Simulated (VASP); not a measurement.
Input of a VASP 6.6.1 run:

File INCAR:

```
  ALGO = Normal
  EDIFF = 1E-6
  ENCUT = 520
  GGA = CA
  ISIF = 2
  ISMEAR = -1
  LASPH = True
  LCHARG = False
  LREAL = False
  LWAVE = False
  NBANDS = 15
  NELM = 100
  PREC = Accurate
  SIGMA = 0.02
```

KPOINTS

```
k-points
0
Gamma
  5 5 3
```

File POSCAR:

```
SiTe2
1.0
    3.3265491174      0.0000000000      0.0000000000
   -1.6632745587      2.8808760426      0.0000000000
    0.0000000000      0.0000000000      5.4965153302
Si Te
1 2
Direct
    0.0000000000      0.0000000000      0.0000000000
    0.3333333333      0.6666666667      0.2933247669
    0.6666666667      0.3333333333      0.7066752331
```

Potentials or basis: VASP PAW LDA potentials, release 64 (Si, Te).

Run with:

```console
$ cat potpaw_LDA.64/Si/POTCAR potpaw_LDA.64/Te/POTCAR > POTCAR
$ mpirun -np 1 vasp_std > vasp.out
```

(1) Estimate the band gap on the k mesh.

(2) Predict the largest force.

(3) What does it give for the pressure?

Results:

(1) zero (band 8 reaches 14.24 eV, above the bottom of band 9 at 11.84 eV).

(2) 0.060 eV/Å.

(3) 45.8 GPa.

Caveat: the k points lie up to 0.44 Å⁻¹ apart; spin-orbit coupling is left out, which moves the levels of the heavy elements.
